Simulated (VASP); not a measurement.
A run of VASP 6.6.1 is set up as follows.

Contents of INCAR:

```
ALGO = Normal
DIPOL = 0.5 0.5 0.494
EDIFF = 1E-6
ENCUT = 400
GGA = PE
GGA_COMPAT = F
IDIPOL = 3
ISIF = 2
ISMEAR = 0
LASPH = T
LCHARG = F
LDIPOL = T
LREAL = F
LWAVE = F
NBANDS = 25
NELM = 120
NELMDL = -8
PREC = Accurate
SIGMA = 0.1
```

The input KPOINTS:

```
k-points
0
Gamma
  10 10 1
```

POSCAR

```
Zr
1.0
    3.0956614539      0.0000000000      0.0000000000
   -1.0318871513      2.9186176084      0.0000000000
    0.0000000000      0.0000000000     19.0551939857
Zr
3
Direct
    0.5000000000      0.5000000000      0.3673539091
    0.0000000000      0.0000000000      0.4944755991
    0.5000000000      0.5000000000      0.6209430509
```

Potentials or basis: VASP PAW PBE potentials, release 64 (Zr_sv).

Command:

```bash
$ cat potpaw_PBE.64/Zr_sv/POTCAR > POTCAR
$ mpirun -np 1 vasp_std > vasp.out
```

(1) Predict the band gap on the k mesh.

(2) Estimate the largest force.

Answers

(1) zero (bands 18 and 19 overlap by 0.62 eV).

(2) 0.029 eV/Å.
